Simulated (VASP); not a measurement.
# SnSe2 (P-3m1) in VASP: a series of runs, part 2 of 2

VASP 6.6.1. Earlier steps stand in the parts before.

### 3 Single point, PBE+D3(BJ) (the distance across one plane changed)

File INCAR:

```
SYSTEM = SnSe2
PREC     = Accurate       ! precision mode
ENCUT    = 520            ! plane-wave cutoff, eV
EDIFF    = 1E-7           ! SCF threshold, eV
ISMEAR   = 0              ! smearing method
SIGMA    = 0.05           ! smearing width, eV
LREAL    = .False.        ! projectors in reciprocal space
LASPH    = .True.         ! aspherical terms in the spheres
NELM     = 80             ! most SCF steps
ALGO     = Normal         ! electronic algorithm
ISIF     = 2              ! what is computed and relaxed
LWAVE    = .False.        ! write WAVECAR
LCHARG   = .False.        ! write CHGCAR
GGA      = PE             ! functional
IVDW     = 12             ! dispersion correction
NBANDS   = 35             ! bands
```

File KPOINTS:

```
regular mesh
0
Gamma
  8 8 3
  0 0 0
```

File POSCAR:

```
SnSe2
1.0
   -3.8109987816      0.0000000000      0.0000000000
   -1.9054993908     -3.3004217586      0.0000000000
    0.0000000000      0.0000000000     13.7740000000
Sn Se
2 4
Direct
    0.0000000000      0.0000000000      0.6683243793
    0.0000000000      0.0000000000      0.2227747931
    0.3333333333      0.3333333333      0.7797117758
    0.3333333333      0.3333333333      0.3341621896
    0.6666666667      0.6666666667      0.1113873965
    0.6666666667      0.6666666667      0.5569369827
```

Potentials or basis: VASP PAW PBE potentials, release 64 (Sn_d, Se).

Command:

```console
cat potpaw_PBE.64/Sn_d/POTCAR potpaw_PBE.64/Se/POTCAR > POTCAR
mpirun -np 1 vasp_std > vasp.out
```

OUTCAR:

```text
SYSTEM = SnSe2
   PREC = Accurate
   ENCUT = 520
   EDIFF = 1E-7
   ISMEAR = 0
   LREAL = .False.
   LASPH = .True.
   NELM = 80
   ISIF = 2
   GGA = PE
   IVDW = 12
 IVDW          = 12

 ion  position               nearest neighbor table
   1  0.000  0.000  0.668-   3 2.68   3 2.68   3 2.68   6 2.68   6 2.68   6 2.68
   2  0.000  0.000  0.223-   4 2.68   4 2.68   4 2.68   5 2.68   5 2.68   5 2.68
   3  0.333  0.333  0.780-   1 2.68   1 2.68   1 2.68
   4  0.333  0.333  0.334-   2 2.68   2 2.68   2 2.68
   5  0.667  0.667  0.111-   2 2.68   2 2.68   2 2.68
   6  0.667  0.667  0.557-   1 2.68   1 2.68   1 2.68

  LATTYP: Found a hexagonal cell.
 ALAT       =     3.8109987816
 C/A-ratio  =     3.6142756242

  Lattice vectors:

 A1 = (   1.9054993908,   3.3004217586,   0.0000000000)
 A2 = (  -3.8109987816,   0.0000000000,   0.0000000000)
 A3 = (   0.0000000000,   0.0000000000,  13.7740000000)

Analysis of symmetry for initial positions (statically):
=====================================================================
 Subroutine PRICEL returns:
 Original cell was already a primitive cell.

 Routine SETGRP: Setting up the symmetry group for a
 hexagonal supercell.

 Subroutine GETGRP returns: Found 12 space group operations
 (whereof  6 operations were pure point group operations)
 out of a pool of 24 trial point group operations.

The static configuration has the point symmetry C_3v.
 The point group associated with its full space group is D_3d.

Analysis of symmetry for dynamics (positions and initial velocities):
=====================================================================
 Subroutine PRICEL returns:
 Original cell was already a primitive cell.

 Routine SETGRP: Setting up the symmetry group for a
 hexagonal supercell.

 Subroutine GETGRP returns: Found 12 space group operations
 (whereof  6 operations were pure point group operations)
 out of a pool of 24 trial point group operations.

The dynamic configuration has the point symmetry C_3v.
 The point group associated with its full space group is D_3d.

 Subroutine INISYM returns: Found 12 space group operations
 (whereof  6 operations are pure point group operations),
 and found     1 'primitive' translations

----------------------------------------------------------------------------------------

                                     Primitive cell

  volume of cell :     173.2480

  direct lattice vectors                    reciprocal lattice vectors
    -3.810998782  0.000000000  0.000000000    -0.262398405  0.151495789  0.000000000
    -1.905499391 -3.300421759  0.000000000     0.000000000 -0.302991579  0.000000000
     0.000000000  0.000000000 13.774000000     0.000000000  0.000000000  0.072600552

  length of vectors
     3.810998782  3.810998782 13.774000000     0.302991579  0.302991579  0.072600552

  position of ions in fractional coordinates (direct lattice)
     0.000000000  0.000000000  0.668324379
     0.000000000  0.000000000  0.222774793
     0.333333333  0.333333333  0.779711776
     0.333333333  0.333333333  0.334162190
[... 35 lines left out ...]

 Found     25 irreducible k-points:

 Following reciprocal coordinates:
            Coordinates               Weight
  0.000000  0.000000  0.000000      1.000000
  0.125000  0.000000  0.000000      6.000000
  0.250000  0.000000  0.000000      6.000000
  0.375000  0.000000  0.000000      6.000000
  0.500000  0.000000  0.000000      3.000000
  0.250000  0.125000  0.000000      6.000000
[... 16 lines left out ...]
  0.375000  0.500000  0.333333     12.000000
  0.500000  0.250000  0.333333     12.000000
   k-points           NKPTS =     25   k-points in BZ     NKDIM =     25   number of bands    NBANDS=     35
   number of dos      NEDOS =    301   number of ions     NIONS =      6
   total plane-waves  NPLWV =  84672
   dimension x,y,z NGX =    28 NGY =   28 NGZ =  108
   dimension x,y,z NGXF=    56 NGYF=   56 NGZF=  216
   ions per type =               2   4
   NGX,Y,Z   is equivalent  to a cutoff of  12.21, 12.21, 13.04 a.u.
   NGXF,Y,Z  is equivalent  to a cutoff of  24.43, 24.43, 26.07 a.u.
 SYSTEM =  SnSe2
   PREC   = accura    normal or accurate (medium, high low for compatibility)
   ISTART =      0    job   : 0-new  1-cont  2-samecut
   ICHARG =      2    charge: 1-file 2-atom 10-const
   ISPIN  =      1    spin polarized calculation?
   LNONCOLLINEAR =      F non collinear calculations
   LSORBIT =      F    spin-orbit coupling
   LASPH  =      T    aspherical Exc in radial PAW
   ENCUT  =  520.0 eV  38.22 Ry    6.18 a.u.   7.09  7.09 25.61*2*pi/ulx,y,z
   NELM   =     80;   NELMIN=  2; NELMDL= -5     # of ELM steps
   EDIFF  = 0.1E-06   stopping-criterion for ELM
   LREAL  =      F    real-space projection
   EDIFFG = 0.1E-05   stopping-criterion for IOM
   NSW    =      0    number of steps for IOM
   IBRION =     -1    ionic relax: 0-MD 1-quasi-New 2-CG
   NFREE  =      0    steps in history (QN), initial steepest desc. (CG)
   ISIF   =      2    stress and relaxation
   ISYM   =      2    0-nonsym 1-usesym 2-fastsym
   POTIM  = 0.5000    time-step for ionic-motion
   TEBEG  =    0.0;   TEEND  =   0.0 temperature during run
   PSTRESS=    0.0 pullay stress
   NELECT =      52.0000    total number of electrons
   NUPDOWN=      -1.0000    fix difference up-down
   EMIN   =  10.00;   EMAX   =-10.00  energy-range for DOS
   EFERMI =   0.00;   METHOD = LEGACY
   ISMEAR =     0;   SIGMA  =   0.05  broadening in eV -4-tet -1-fermi 0-gaus
   EFERMI_NEDOS =   21; number of points for ismear=-14 and -15
   IALGO  =     38    algorithm
   IMIX   =      4    mixing-type and parameters
     AMIX     =   0.40;   BMIX     =  1.00
     AMIX_MAG =   1.60;   BMIX_MAG =  1.00
  volume/ion in A,a.u.               =      28.87       194.86
  Fermi-wavevector in a.u.,A,eV,Ry     =   1.096108  2.071343 16.346744  1.201452
  Thomas-Fermi vector in A             =   2.232444
   LORBIT       =      0    0 simple, 1 ext, 2 COOP (PROOUT), +10 PAW based schemes
   GGA     = PE    functional components
   LHFCALC =     F    Hartree Fock is set to
   AEXX    =    0.0000 exact exchange contribution
   IVDW    =    12    specifies the selected vdW correction
   LEPSILON=     F    determine dielectric tensor
   LRPA    =     F    only Hartree local field effects (RPA)
 non-spin polarized calculation
 Gauss-broadening in eV      SIGMA  =   0.05
  energy-cutoff  :      520.00
  volume of cell :      173.25
 maximum number of plane-waves:      4711
   NGX = 15   NGY = 15   NGZ = 51

 number of electron      52.0000005 magnetization

 Free energy of the ion-electron system (eV)
  ---------------------------------------------------
  ext. energy  EPLUGINS =         0.00000000
  ---------------------------------------------------
  free energy    TOTEN  =       -23.54936116 eV

  energy without entropy =      -23.54936116  energy(sigma->0) =      -23.54936116

 E-fermi :   3.2575     XC(G=0):  -8.7166

 val. band max:        2.9507363255   @ k =   0.1250   0.0000   0.3333
 cond. band min:       3.8205278859   @ k =   0.5000   0.0000   0.3333
 fundamental gap:      0.8697915603
 Fermi energy:         3.2574992271

 k-point     1 :       0.0000    0.0000    0.0000
  band No.  band energies     occupation
      1     -18.2023      2.00000
      2     -18.2023      2.00000
      3     -18.2022      2.00000
      4     -18.2022      2.00000
      5     -18.1627      2.00000
      6     -18.1627      2.00000
[... 901 lines left out ...]
     34       9.5632      0.00000
     35      10.0322      0.00000

 [... further k-points ...]

------------------------ aborting loop because EDIFF is reached ----------------------------------------

 Edisp (eV)   -1.96763

 E8    (eV) :    -0.8649

  FORCE on cell =-STRESS in cart. coord.  units (eV):
  Direction    XX          YY          ZZ          XY          YZ          ZX
  --------------------------------------------------------------------------------------
  -------------------------------------------------------------------------------------
  Total       2.39366     2.39366     3.62284     0.00000    -0.00000     0.00000
  in kB      22.13626    22.13626    33.50356     0.00000    -0.00000     0.00000
  external pressure =       25.93 kB  Pullay stress =        0.00 kB

 VOLUME and BASIS-vectors are now :
 -----------------------------------------------------------------------------
  energy-cutoff  :      520.00
  volume of cell :      173.25
      direct lattice vectors                 reciprocal lattice vectors
    -3.810998782  0.000000000  0.000000000    -0.262398405  0.151495789  0.000000000
    -1.905499391 -3.300421759  0.000000000     0.000000000 -0.302991579  0.000000000
     0.000000000  0.000000000 13.774000000     0.000000000  0.000000000  0.072600552

 POSITION                                       TOTAL-FORCE (eV/Angst)
 -----------------------------------------------------------------------------------
      0.00000      0.00000      9.20550        -0.000000      0.000000     -0.003725
      0.00000      0.00000      3.06850        -0.000000     -0.000000      0.003725
     -1.90550     -1.10014     10.73975        -0.000000     -0.000000      0.778448
     -1.90550     -1.10014      4.60275        -0.000000     -0.000000      0.759993
     -3.81100     -2.20028      1.53425         0.000000      0.000000     -0.778448
     -3.81100     -2.20028      7.67125         0.000000      0.000000     -0.759993
 -----------------------------------------------------------------------------------
    total drift:                               -0.000000     -0.000000      0.000168

  FREE ENERGIE OF THE ION-ELECTRON SYSTEM (eV)
  ---------------------------------------------------
  free  energy   TOTEN  =       -25.5169907394 eV

  energy  without entropy=      -25.5169907394  energy(sigma->0) =      -25.51699074
```

Run time: 3.5 min. Hardware: 1 thread of Intel Xeon 8259CL, shared host; peak memory 0.35 GiB.

Results:

* Free energy: -25.5170 eV
* Pressure: 2.6 GPa
* Largest force: 0.778 eV/Å
* Band gap on the k mesh: 0.87 eV (least direct gap 1.14 eV)
* Dispersion energy per atom: -0.328 eV

Forces in eV/Å, atoms in the order of the input:
```
Sn   0.000  0.000 -0.004
Sn   0.000  0.000  0.004
Se   0.000  0.000  0.778
Se   0.000  0.000  0.760
Se   0.000  0.000 -0.778
Se   0.000  0.000 -0.760
```

Stress tensor (GPa, compression positive):
```
2.21 0.00 0.00
0.00 2.21 0.00
0.00 0.00 3.35
```

Caveat: the cell differs from its parent crystal (the distance across one plane changed); spin-orbit coupling is left out, which moves the levels of the heavy elements.

### 4 Single point, PBE+D3(BJ) (the distance across one plane changed)

File INCAR:

```
SYSTEM = SnSe2
PREC = Accurate
ENCUT = 520
EDIFF = 1E-6
ISMEAR = 0
SIGMA = 0.05
LREAL = .FALSE.
LASPH = .TRUE.
NELM = 100
ALGO = Normal
ISIF = 2
LWAVE = .FALSE.
LCHARG = .TRUE.
GGA = PE
IVDW = 12
LELF = .TRUE.
LVHAR = .TRUE.
NBANDS = 35
```

File KPOINTS:

```
Automatic mesh
0
G
  8 8 3
  0 0 0
```

File POSCAR:

```
SnSe2
1.0
   -3.8109987816      0.0000000000      0.0000000000
   -1.9054993908     -3.3004217586      0.0000000000
    0.0000000000      0.0000000000     14.2740000000
Sn Se
2 4
Direct
    0.0000000000      0.0000000000      0.6449138293
    0.0000000000      0.0000000000      0.2149712764
    0.3333333333      0.3333333333      0.7523994676
    0.3333333333      0.3333333333      0.3224569147
    0.6666666667      0.6666666667      0.1074856382
    0.6666666667      0.6666666667      0.5374281911
```

Command:

```console
cat potpaw_PBE.64/Sn_d/POTCAR potpaw_PBE.64/Se/POTCAR > POTCAR
mpirun -np 1 vasp_std > vasp.out
```

Wall time 4.4 min (1 thread of Intel Xeon 8259CL, shared host); peak memory 0.36 GiB.

The run converged. Its results:

```yaml
Free_energy: -25.4814 eV
Pressure: 2.6 GPa
Largest_force: 0.761 eV/Å
Band_gap_on_the_k_mesh: 0.87 eV (least direct gap 1.14 eV)
Dispersion_energy_per_atom: -0.322 eV
```

Forces on the atoms (eV/Å):
```
Sn   0.000  0.000 -0.009
Sn   0.000  0.000  0.009
Se   0.000  0.000  0.761
Se   0.000  0.000  0.761
Se   0.000  0.000 -0.761
Se   0.000  0.000 -0.761
```

Stress tensor (GPa, compression positive):
```
2.16 0.00 0.00
0.00 2.16 0.00
0.00 0.00 3.34
```

Levels at points of the mesh, in eV from the valence-band top:
| k point | band 23 | band 24 | band 25 | band 26 | band 27 | band 28 | band 29 | band 30 |
| --- | --- | --- | --- | --- | --- | --- | --- | --- |
| (0.00, 0.00, 0.00) | -0.20 | -0.20 | -0.13 | -0.13 | 1.40 | 2.27 | 3.05 | 3.08 |
| (0.50, 0.00, 0.00) | -0.85 | -0.62 | -0.46 | -0.26 | 0.88 | 1.08 | 4.01 | 4.31 |

Caveat: the cell differs from its parent crystal (the distance across one plane changed); spin-orbit coupling is left out, which moves the levels of the heavy elements. A k mesh can miss the band edges.

### 5 Summary

| cell | gap on the mesh (eV) | pressure (GPa) | largest force (eV/Å) |
| --- | --- | --- | --- |
| a = 3.811, b = 3.811, c = 13.274 Å, angles 90.0, 90.0, 60.0°, 6 atoms | 0.86 | 2.6 | 0.80 |
| a = 3.811, b = 3.811, c = 13.774 Å, angles 90.0, 90.0, 60.0°, 6 atoms | 0.87 | 2.6 | 0.78 |
| a = 3.811, b = 3.811, c = 14.274 Å, angles 90.0, 90.0, 60.0°, 6 atoms | 0.87 | 2.6 | 0.76 |

Alike in all rows: task single point; level PBE+D3(BJ); potentials or basis VASP PAW PBE potentials, release 64 (Sn_d, Se); no spin polarisation; k mesh 8 × 8 × 3; cutoff (eV) 520; smearing gaussian 0.05 eV.

Caveats: spin-orbit coupling is left out, which moves the levels of the heavy elements.

Absolute energies hang on the potentials; compare differences alone.
